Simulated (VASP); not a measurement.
A run of VASP 6.6.1 is set up as follows.

File INCAR:

```
PREC = Accurate ; ENCUT = 520
EDIFF = 1E-7 ; ISMEAR = 0
SIGMA = 0.05 ; LREAL = False
LASPH = True ; NELM = 150
ALGO = Normal ; ISIF = 2
LWAVE = False ; LCHARG = False
ISPIN = 2 ; MAGMOM = 2 -2 0 0 0 0
LORBIT = 11 ; LMAXMIX = 4
GGA = PE ; IVDW = 12
NBANDS = 39
```

File KPOINTS:

```
Automatic mesh
0
Gamma
  10 10 4
```

The input POSCAR:

```
MoS2
1.0
    3.1491947499      0.0000000000      0.0000000000
   -1.5745973749      2.7272826549      0.0000000000
    0.0000000000      0.0000000000     12.0897450277
Mo S
2 4
Direct
    0.3333333333      0.6666666667      0.2500000000
    0.6666666667      0.3333333333      0.7500000000
    0.3333333333      0.6666666667      0.6204899759
    0.6666666667      0.3333333333      0.1204899759
    0.3333333333      0.6666666667      0.8795100241
    0.6666666667      0.3333333333      0.3795100241
```

Potentials or basis: VASP PAW PBE potentials, release 64 (Mo_sv, S).

The run is started by

```sh
$ cat potpaw_PBE.64/Mo_sv/POTCAR potpaw_PBE.64/S/POTCAR > POTCAR
$ mpirun -np 1 vasp_std > vasp.out
```

(1) What does it give for the net moment?

(2) Predict the dispersion energy per atom.

Answers

(1) 0.00 μB per cell.

(2) -0.438 eV.

**The experiment to reproduce.**

From “Multiwavelength excitation Raman Scattering Analysis of bulk and 2 dimensional MoS2: Vibrational properties of atomically thin MoS2 layers”, 2015, arxiv:1506.03228, for a bulk crystal of MoS2 at 300 K: band gap 1.3 eV (indirect).

Against the measured gap of MoS2, 1.3 eV (indirect; 300 K; “Multiwavelength excitation Raman Scattering Analysis of bulk and 2 dimensional MoS2: Vibrational properties of atomically thin MoS2 layers”, 2015, arxiv:1506.03228), the calculated 0.84 eV is off by -0.46 eV. Spin-orbit coupling on Mo is left out. The value is that of PBE+D3(BJ) on a finite k mesh, which can miss the band edges, without temperature or zero-point motion. Semilocal functionals fall short of measured gaps as a rule.
